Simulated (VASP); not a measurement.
# KCl (Pm-3m) in VASP: a series of runs

KCl is run at these levels: HSE06, r2SCAN, PBE; tasks: single point.

Everything below comes from runs of VASP 6.6.1. Logs are shortened: lines on timing, memory, paths and dates and some standing lists are left out, and cuts for length are marked.

**1. The cell of the first run**

Symmetry: Pm-3m, No. 221, cubic system. Conventional cell: a = 3.646 Å, b = 3.646 Å, c = 3.646 Å, α = 90.00°, β = 90.00°, γ = 90.00°. K (site symmetry m-3m) has 8 Cl at 3.16 Å and 6 K at 3.65 Å within 4.2 Å. Within 4.2 Å of Cl (site symmetry m-3m) lie 8 K at 3.16 Å and 6 Cl at 3.65 Å.

**2. Single point, HSE06 (strain -3.3%)**

POSCAR

```
KCl
1.0
    3.6455887835      0.0000000000      0.0000000000
    0.0000000000      3.6455887835      0.0000000000
    0.0000000000      0.0000000000      3.6455887835
K Cl
1 1
Direct
    0.0000000000      0.0000000000      0.0000000000
    0.5000000000      0.5000000000      0.5000000000
```

INCAR.step1

```
ALGO     = Normal         # electronic algorithm
EDIFF    = 1E-5           # SCF threshold, eV
ENCUT    = 520            # plane-wave cutoff, eV
GGA      = PE             # functional
ISIF     = 2              # what is computed and relaxed
ISMEAR   = 0              # smearing method
LASPH    = T              # aspherical terms in the spheres
LCHARG   = F              # write CHGCAR
LREAL    = F              # projectors in reciprocal space
LWAVE    = T              # write WAVECAR
NBANDS   = 15             # bands
NELM     = 100            # most SCF steps
PREC     = Accurate       # precision mode
SIGMA    = 0.01           # smearing width, eV
```

INCAR.step2

```
ALGO     = Normal         # electronic algorithm
EDIFF    = 1E-7           # SCF threshold, eV
ENCUT    = 520            # plane-wave cutoff, eV
GGA      = PE             # functional
HFSCREEN = 0.2079         # screening, 1/A
ISIF     = 2              # what is computed and relaxed
ISMEAR   = 0              # smearing method
ISTART   = 1            
LASPH    = T              # aspherical terms in the spheres
LCHARG   = F              # write CHGCAR
LHFCALC  = T              # exact exchange
LREAL    = F              # projectors in reciprocal space
LWAVE    = F              # write WAVECAR
NBANDS   = 15             # bands
NELM     = 100            # most SCF steps
PREC     = Accurate       # precision mode
PRECFOCK = Normal       
SIGMA    = 0.01           # smearing width, eV
```

KPOINTS

```
k-points
0
Gamma
  6 6 6
```

Potentials or basis: VASP PAW PBE potentials, release 64 (K_sv, Cl).

On the command line:

```bash
$ cat potpaw_PBE.64/K_sv/POTCAR potpaw_PBE.64/Cl/POTCAR > POTCAR
$ cp INCAR.step1 INCAR
$ mpirun -np 1 vasp_std > vasp.out
$ cp INCAR.step2 INCAR
$ mpirun -np 1 vasp_std > vasp.out
```

OUTCAR:

```text
EDIFF = 1E-7
   ENCUT = 520
   GGA = PE
   HFSCREEN = 0.2079
   ISIF = 2
   ISMEAR = 0
   ISTART = 1
   LASPH = T
   LHFCALC = T
   LREAL = F
   NELM = 100
   PREC = Accurate
   PRECFOCK = Normal

 ion  position               nearest neighbor table
   1  0.000  0.000  0.000-   2 3.16   2 3.16   2 3.16   2 3.16   2 3.16   2 3.16   2 3.16   2 3.16

   2  0.500  0.500  0.500-   1 3.16   1 3.16   1 3.16   1 3.16   1 3.16   1 3.16   1 3.16   1 3.16

  LATTYP: Found a simple cubic cell.
 ALAT       =     3.6455887835

  Lattice vectors:

 A1 = (   3.6455887835,   0.0000000000,   0.0000000000)
 A2 = (   0.0000000000,   3.6455887835,   0.0000000000)
 A3 = (   0.0000000000,   0.0000000000,   3.6455887835)

Analysis of symmetry for initial positions (statically):
=====================================================================
 Subroutine PRICEL returns:
 Original cell was already a primitive cell.

 Routine SETGRP: Setting up the symmetry group for a
 simple cubic supercell.

 Subroutine GETGRP returns: Found 48 space group operations
 (whereof 48 operations were pure point group operations)
 out of a pool of 48 trial point group operations.

The static configuration has the point symmetry O_h .

Analysis of symmetry for dynamics (positions and initial velocities):
=====================================================================
 Subroutine PRICEL returns:
 Original cell was already a primitive cell.

 Routine SETGRP: Setting up the symmetry group for a
 simple cubic supercell.

 Subroutine GETGRP returns: Found 48 space group operations
 (whereof 48 operations were pure point group operations)
 out of a pool of 48 trial point group operations.

The dynamic configuration has the point symmetry O_h .

 Subroutine INISYM returns: Found 48 space group operations
 (whereof 48 operations are pure point group operations),
 and found     1 'primitive' translations

----------------------------------------------------------------------------------------

                                     Primitive cell

  volume of cell :      48.4510

  direct lattice vectors                    reciprocal lattice vectors
     3.645588784  0.000000000  0.000000000     0.274304114  0.000000000  0.000000000
     0.000000000  3.645588784  0.000000000     0.000000000  0.274304114  0.000000000
     0.000000000  0.000000000  3.645588784     0.000000000  0.000000000  0.274304114

  length of vectors
     3.645588784  3.645588784  3.645588784     0.274304114  0.274304114  0.274304114

  position of ions in fractional coordinates (direct lattice)
     0.000000000  0.000000000  0.000000000
     0.500000000  0.500000000  0.500000000

  ion indices of the primitive-cell ions
   primitive index   ion index
                 1           1
                 2           2

----------------------------------------------------------------------------------------

 KPOINTS: k-points

Automatic generation of k-mesh.
 Grid dimensions read from file:
 generate k-points for:    6    6    6

 Generating k-lattice:

  Cartesian coordinates                     Fractional coordinates (reciprocal lattice)
     0.045717352  0.000000000  0.000000000     0.166666667  0.000000000  0.000000000
     0.000000000  0.045717352  0.000000000     0.000000000  0.166666667  0.000000000
     0.000000000  0.000000000  0.045717352     0.000000000  0.000000000  0.166666667

  Length of vectors
     0.045717352  0.045717352  0.045717352

  Shift w.r.t. Gamma in fractional coordinates (k-lattice)
     0.000000000  0.000000000  0.000000000

 Subroutine IBZKPT returns following result:
 ===========================================

 Found     20 irreducible k-points:

 Following reciprocal coordinates:
            Coordinates               Weight
  0.000000  0.000000  0.000000      1.000000
  0.166667  0.000000  0.000000      6.000000
  0.333333  0.000000  0.000000      6.000000
  0.500000  0.000000  0.000000      3.000000
  0.166667  0.166667  0.000000     12.000000
  0.333333  0.166667  0.000000     24.000000
[... 12 lines left out ...]
  0.500000  0.500000  0.333333      6.000000
  0.500000  0.500000  0.500000      1.000000
   k-points           NKPTS =     20   k-points in BZ     NKDIM =    216   number of bands    NBANDS=     15
   number of dos      NEDOS =    301   number of ions     NIONS =      2
   total plane-waves  NPLWV =  21952
   dimension x,y,z NGX =    28 NGY =   28 NGZ =   28
   dimension x,y,z NGXF=    56 NGYF=   56 NGZF=   56
   ions per type =               1   1
   NGX,Y,Z   is equivalent  to a cutoff of  12.77, 12.77, 12.77 a.u.
   NGXF,Y,Z  is equivalent  to a cutoff of  25.54, 25.54, 25.54 a.u.
 SYSTEM =  unknown system
   PREC   = accura    normal or accurate (medium, high low for compatibility)
   ISTART =      1    job   : 0-new  1-cont  2-samecut
   ICHARG =      0    charge: 1-file 2-atom 10-const
   ISPIN  =      1    spin polarized calculation?
   LNONCOLLINEAR =      F non collinear calculations
   LSORBIT =      F    spin-orbit coupling
   LASPH  =      T    aspherical Exc in radial PAW
   ENCUT  =  520.0 eV  38.22 Ry    6.18 a.u.   6.78  6.78  6.78*2*pi/ulx,y,z
   NELM   =    100;   NELMIN=  2; NELMDL=  0     # of ELM steps
   EDIFF  = 0.1E-06   stopping-criterion for ELM
   LREAL  =      F    real-space projection
   EDIFFG = 0.1E-05   stopping-criterion for IOM
   NSW    =      0    number of steps for IOM
   IBRION =     -1    ionic relax: 0-MD 1-quasi-New 2-CG
   NFREE  =      0    steps in history (QN), initial steepest desc. (CG)
   ISIF   =      2    stress and relaxation
   ISYM   =      3    0-nonsym 1-usesym 2-fastsym
   POTIM  = 0.5000    time-step for ionic-motion
   TEBEG  =    0.0;   TEEND  =   0.0 temperature during run
   PSTRESS=    0.0 pullay stress
   NELECT =      16.0000    total number of electrons
   NUPDOWN=      -1.0000    fix difference up-down
   EMIN   =  10.00;   EMAX   =-10.00  energy-range for DOS
   EFERMI =   0.00;   METHOD = LEGACY
   ISMEAR =     0;   SIGMA  =   0.01  broadening in eV -4-tet -1-fermi 0-gaus
   EFERMI_NEDOS =   21; number of points for ismear=-14 and -15
   IALGO  =     38    algorithm
   IMIX   =      1    mixing-type and parameters
     AMIX     =   0.40;   BMIX     =  1.00
     AMIX_MAG =   1.60;   BMIX_MAG =  1.00
  volume/ion in A,a.u.               =      24.23       163.48
  Fermi-wavevector in a.u.,A,eV,Ry     =   1.131568  2.138353 17.421513  1.280445
  Thomas-Fermi vector in A             =   2.268267
   LORBIT       =      0    0 simple, 1 ext, 2 COOP (PROOUT), +10 PAW based schemes
   GGA     = PE    functional components
   LHFCALC =     T    Hartree Fock is set to
   PRECFOCK=normal    Normal, Fast or Accurate (Low or Medium for compatibility)
   ENCUT4O =  -1.0   cutoff for four orbital integrals eV
   NKREDX  =     1    reduce k-point grid by
   NKREDY  =     1    reduce k-point grid by
   NKREDZ  =     1    reduce k-point grid by
   AEXX    =    0.2500 exact exchange contribution
   HFSCREEN=    0.2079 screening length (either q_TF or 0.3 A-1)
   HFSCREENC=   0.2079 screening length for correlation (either q_TF or 0.3 A-1)
   ENCUTFOCK=  -1.0 apply spherical cutoff to Coloumb kernel
   IVDW    =     0    specifies the selected vdW correction
   LEPSILON=     F    determine dielectric tensor
   LRPA    =     F    only Hartree local field effects (RPA)
 non-spin polarized calculation
 Gauss-broadening in eV      SIGMA  =   0.01
  energy-cutoff  :      520.00
  volume of cell :       48.45
 maximum number of plane-waves:      1328
 NGX is ok and might be reduce to    28
  NGX = 24; NGY = 24; NGZ = 24

 number of electron      15.9999997 magnetization

 Free energy of the ion-electron system (eV)
  ---------------------------------------------------
  ext. energy  EPLUGINS =         0.00000000
  ---------------------------------------------------
  free energy    TOTEN  =        -7.64749741 eV

  energy without entropy =       -7.64749741  energy(sigma->0) =       -7.64749741

 E-fermi :  -0.8837     XC(G=0):  -7.2819

 val. band max:       -0.9451585443   @ k =   0.5000   0.5000   0.0000
 cond. band min:       5.9504794964   @ k =   0.0000   0.0000   0.0000
 fundamental gap:      6.8956380407
 Fermi energy:        -0.8837112277

 k-point     1 :       0.0000    0.0000    0.0000
  band No.  band energies     occupation
      1     -30.8914      2.00000
      2     -15.0504      2.00000
      3     -12.8834      2.00000
      4     -12.8834      2.00000
      5     -12.8834      2.00000
      6      -1.1951      2.00000
      7      -1.1951      2.00000
      8      -1.1951      2.00000
      9       5.9505      0.00000
     10       6.8792      0.00000
     11       6.8792      0.00000
     12      11.9722      0.00000
     13      11.9722      0.00000
     14      11.9722      0.00000
     15      15.1209      0.00000

 k-point     2 :       0.1667    0.0000    0.0000
  band No.  band energies     occupation
      1     -30.8818      2.00000
      2     -15.0934      2.00000
      3     -12.8689      2.00000
      4     -12.8689      2.00000
      5     -12.8509      2.00000
      6      -1.8261      2.00000
      7      -1.2071      2.00000
      8      -1.2071      2.00000
      9       6.6410      0.00000
     10       7.1544      0.00000
     11       7.6407      0.00000
     12      11.8644      0.00000
     13      11.8644      0.00000
     14      12.1487      0.00000
     15      13.8775      0.00000
[... 293 lines left out ...]
      3     -13.1751      2.00000
      4     -13.1751      2.00000
      5     -13.0587      2.00000
      6      -2.7074      2.00000
      7      -2.7074      2.00000
      8      -2.3850      2.00000
      9       8.7543      0.00000
     10       9.7009      0.00000
     11       9.7009      0.00000
     12      10.6708      0.00000
     13      11.9718      0.00000
     14      11.9718      0.00000
     15      14.1290      0.00000

 k-point    20 :       0.5000    0.5000    0.5000
  band No.  band energies     occupation
      1     -30.7856      2.00000
      2     -14.4023      2.00000
      3     -13.1466      2.00000
      4     -13.1466      2.00000
      5     -13.1466      2.00000
      6      -2.7781      2.00000
      7      -2.7781      2.00000
      8      -2.7781      2.00000
      9       9.7913      0.00000
     10       9.7913      0.00000
     11       9.7913      0.00000
     12      11.4862      0.00000
     13      11.4862      0.00000
     14      11.4862      0.00000
     15      14.1680      0.00000

------------------------ aborting loop because EDIFF is reached ----------------------------------------

  FORCE on cell =-STRESS in cart. coord.  units (eV):
  Direction    XX          YY          ZZ          XY          YZ          ZX
  --------------------------------------------------------------------------------------
  -------------------------------------------------------------------------------------
  Total        1.1061894      1.1061894      1.1061894     -0.0000000      0.0000000      0.0000000
  in kB       36.5794386     36.5794386     36.5794386     -0.0000000      0.0000000      0.0000000
  external PRESSURE =      36.5794386 kB  Pullay stress =       0.0000000 kB

 VOLUME and BASIS-vectors are now :
 -----------------------------------------------------------------------------
  energy-cutoff  :      520.00
  volume of cell :       48.45
      direct lattice vectors                 reciprocal lattice vectors
     3.645588784  0.000000000  0.000000000     0.274304114  0.000000000  0.000000000
     0.000000000  3.645588784  0.000000000     0.000000000  0.274304114  0.000000000
     0.000000000  0.000000000  3.645588784     0.000000000  0.000000000  0.274304114

 POSITION                                       TOTAL-FORCE (eV/Angst)
 -----------------------------------------------------------------------------------
      0.00000      0.00000      0.00000         0.000000      0.000000      0.000000
      1.82279      1.82279      1.82279         0.000000      0.000000      0.000000
 -----------------------------------------------------------------------------------
    total drift:                                0.000003      0.000004      0.000003

  FREE ENERGIE OF THE ION-ELECTRON SYSTEM (eV)
  ---------------------------------------------------
  free  energy   TOTEN  =        -7.6474974140 eV

  energy  without entropy=       -7.6474974140  energy(sigma->0) =       -7.64749741
```

It took 44 min on 1 thread of Intel Xeon Platinum 8259CL at 2.50GHz (Skylake/Cascade Lake), shared host; peak memory 0.29 GiB.

Results:

- Free energy: -7.6475 eV
- Pressure: 3.7 GPa
- Band gap on the k mesh: 6.90 eV (least direct gap 7.15 eV)

Levels at points of the mesh, in eV from the valence-band top:
| k point | band 6 | band 7 | band 8 | band 9 | band 10 | band 11 |
| --- | --- | --- | --- | --- | --- | --- |
| (0.00, 0.00, 0.00) | -0.25 | -0.25 | -0.25 | 6.90 | 7.82 | 7.82 |
| (0.50, 0.00, 0.00) | -2.34 | -0.30 | -0.30 | 9.60 | 9.94 | 10.75 |
| (0.50, 0.50, 0.00) | -1.55 | -1.55 | 0.00 | 7.67 | 8.99 | 10.71 |
| (0.50, 0.50, 0.50) | -1.83 | -1.83 | -1.83 | 10.74 | 10.74 | 10.74 |

Caveat: the cell differs from its parent crystal (strain -3.3%); the cell stands under pressure; the PAW data sets were made with another functional, which shifts forces and pressure a little. A k mesh can miss the band edges.

[end of part 1 of 2]
